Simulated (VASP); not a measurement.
Wanted: the native input for a VASP 6.6.1 run.

* Task: electric field gradients
* Functional: PBE
* Potentials or basis: VASP PAW PBE potentials, release 64 (V_sv)
* Cutoff: 520 eV
* k mesh: 18 × 18 × 10
* Occupations: fermi-dirac, width 0.08 eV
* Spin: collinear spin, ferromagnetic start
* Starting moments: [1.5, 1.5] μB
* Dipole correction: no
* Further INCAR settings: ALGO = Normal; EDIFF = 1e-08; NBANDS = 24

The structure of V lies in POSCAR:

```
V
1.0
    2.5596439899      0.0000000000      0.0000000000
   -1.2798219950      2.2167167199      0.0000000000
    0.0000000000      0.0000000000      4.5930195817
V
2
Direct
    0.3333333333      0.6666666667      0.2500000000
    0.6666666667      0.3333333333      0.7500000000
```

This isn't the form of V at room conditions, which is bcc.

These files were run (other wordings do the same):

INCAR

```
SYSTEM = V
PREC = Accurate
ENCUT = 520
EDIFF = 1E-8
ISMEAR = -1
SIGMA = 0.08
LREAL = .False.
LASPH = .True.
NELM = 150
ALGO = Normal
ISIF = 2
LWAVE = .False.
LCHARG = .False.
ISPIN = 2
MAGMOM = 1.5 1.5
LORBIT = 11
LMAXMIX = 4
GGA = PE
LEFG = .True.
NBANDS = 24
```

KPOINTS

```
Automatic mesh
0
Gamma
  18 18 10
  0 0 0
```

Potentials or basis: VASP PAW PBE potentials, release 64 (V_sv).

Command:

```sh
$ cat potpaw_PBE.64/V_sv/POTCAR > POTCAR
$ mpirun -np 1 vasp_std > vasp.out
```

Results of the run:

- Pressure: 12.2 GPa
- Band gap on the k mesh: zero (filled and empty bands overlap)
- Net moment: 0.00 μB per cell
- Largest electric field gradient by atom: V -12.6 V/Å²
- Valence electrons inside the program's atomic spheres: V 11.73

Caveat: the cell stands under pressure; the moments typed at the start vanished in this run; without QUAD_EFG the Cq values of the log hold for a quadrupole moment of 1 mb, not for the nuclei.

Run time: 8 min on 1 thread of Intel Xeon 8259CL (shared host), peak memory 0.29 GiB.
